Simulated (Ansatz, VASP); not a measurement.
# Al4FeCo3 in VASP and in Ansatz

File INCAR:

```
ALGO = Fast
EDIFF = 1E-6
EDIFFG = -0.01
ENCUT = 600
GGA = PE
IBRION = 2
ISIF = 3
ISMEAR = 0
LASPH = True
LCHARG = False
LREAL = False
LWAVE = False
NELM = 60
NSW = 100
PREC = Accurate
SIGMA = 0.1
```

The input KPOINTS:

```
k-points
0
Gamma
  10 10 10
```

Contents of POSCAR:

```
Al4FeCo3
1.0
   -2.8541907000      2.8541907000      2.8541907000
    2.8541907000     -2.8541907000      2.8541907000
    2.8541907000      2.8541907000     -2.8541907000
Al Fe Co
4 1 3
Direct
    0.0000000000      0.5000000000      0.0000000000
    0.5000000000      0.5000000000      0.5000000000
    0.0000000000      0.0000000000      0.5000000000
    0.5000000000      0.0000000000      0.0000000000
    0.0000000000      0.0000000000      0.0000000000
    0.5000000000      0.0000000000      0.5000000000
    0.5000000000      0.5000000000      0.0000000000
    0.0000000000      0.5000000000      0.5000000000
```

Input for Ansatz:

```yaml
crystal:
  lattice:
    - [-2.8541907, 2.8541907, 2.8541907]
    - [2.8541907, -2.8541907, 2.8541907]
    - [2.8541907, 2.8541907, -2.8541907]
  atoms:
    - { symbol: Al, position: [0.0, 0.5, 0.0] }
    - { symbol: Al, position: [0.5, 0.5, 0.5] }
    - { symbol: Al, position: [0.0, 0.0, 0.5] }
    - { symbol: Al, position: [0.5, 0.0, 0.0] }
    - { symbol: Fe, position: [0.0, 0.0, 0.0] }
    - { symbol: Co, position: [0.5, 0.0, 0.5] }
    - { symbol: Co, position: [0.5, 0.5, 0.0] }
    - { symbol: Co, position: [0.0, 0.5, 0.5] }
basis:
  ecutwfc: 420
kpoints:
  mp_grid: { grid: [10, 10, 10] }
hamiltonian:
  xc: pbe
scf:
  occupations: { method: gaussian, width: 0.1 }
output:
  forces: true
  stress: true
  eigenvalues: true
  write_density: true
  write_potential: true
  elf: true
  volumetric_format: npy
relax:
  adjacent_minimum: "off"
  f_tol: 0.01
  max_steps: 80
  cell: { stress_tol: 0.05 }
```

Alike in both runs: task relaxation of cell and atoms; functional PBE; k mesh 10 × 10 × 10; occupations gaussian, width 0.1 eV; no spin polarisation.

|  | VASP | Ansatz |
| --- | --- | --- |
| version | VASP 6.6.1 | Ansatz 0.2.0 |
| potentials or method | VASP PAW PBE potentials, release 64 (Al, Fe, Co), cutoff 600 eV | scalar-relativistic, plane waves, PAW |
| valence electrons in the cell | 47 | 79 |

|  | VASP | Ansatz | Ansatz less VASP |
| --- | --- | --- | --- |
| gap on the k mesh at the Fermi level, each at its own relaxed structure (eV) | none | none | - |
| relaxed volume (Å³/atom) | 11.62 | 11.63 | +0.006 |
| relaxed length of the cell vector where the two differ most in proportion (Å) | 4.943 | 4.944 | +0.0009 |

A gap of «none» marks a metal or a gap that the smearing closes. VASP's potentials hold 47 valence electrons a cell and Ansatz's 79, so a difference there can come from the potentials and not from the codes.
